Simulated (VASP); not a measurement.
A run of VASP 6.6.1:

POSCAR

```
Pb
1.0
    3.5365717938      0.0000000000      0.0000000000
   -1.7682858969      3.0627610158      0.0000000000
    0.0000000000      0.0000000000     11.4637905623
Pb
4
Direct
    0.0000000000      0.0000000000      1.0000000000
    0.0000000000      0.0000000000      0.5000000000
    0.3333333333      0.6666666667      0.2500000000
    0.6666666667      0.3333333333      0.7500000000
```

INCAR.step1

```
PREC     = Accurate       # precision mode
ENCUT    = 520            # plane-wave cutoff, eV
ISMEAR   = -1             # smearing method
SIGMA    = 0.1            # smearing width, eV
LREAL    = False          # projectors in reciprocal space
LASPH    = True           # aspherical terms in the spheres
NELM     = 80             # most SCF steps
NBANDS   = 36             # bands
GGA      = PE             # functional
ALGO     = Normal         # electronic algorithm
EDIFF    = 1E-4           # SCF threshold, eV
LWAVE    = True           # write WAVECAR
LCHARG   = False          # write CHGCAR
```

The input INCAR.step2:

```
PREC     = Accurate       # precision mode
ENCUT    = 520            # plane-wave cutoff, eV
EDIFF    = 1E-6           # SCF threshold, eV
ISMEAR   = -1             # smearing method
SIGMA    = 0.1            # smearing width, eV
LREAL    = False          # projectors in reciprocal space
LASPH    = True           # aspherical terms in the spheres
NELM     = 80             # most SCF steps
ALGO     = Normal         # electronic algorithm
ISIF     = 2              # what is computed and relaxed
LWAVE    = False          # write WAVECAR
LCHARG   = False          # write CHGCAR
METAGGA  = R2SCAN         # meta-GGA
LMIXTAU  = True         
NBANDS   = 36             # bands
ISTART   = 1
```

The input KPOINTS:

```
regular mesh
0
Gamma
  12 12 3
```

Potentials or basis: VASP PAW PBE potentials, release 64 (Pb_d).

The run is started by

```console
$ cat potpaw_PBE.64/Pb_d/POTCAR > POTCAR
$ cp INCAR.step1 INCAR
$ mpirun -np 1 vasp_std > vasp.out
$ cp INCAR.step2 INCAR
$ mpirun -np 1 vasp_std > vasp.out
```

Hardware: 1 thread of Intel Xeon 8259CL (shared host).

Question: Estimate the wall time of this run.

Answer: It took 16 min on 1 thread of Intel Xeon 8259CL, on a shared host, peak memory 0.35 GiB. Counts: k points 38.
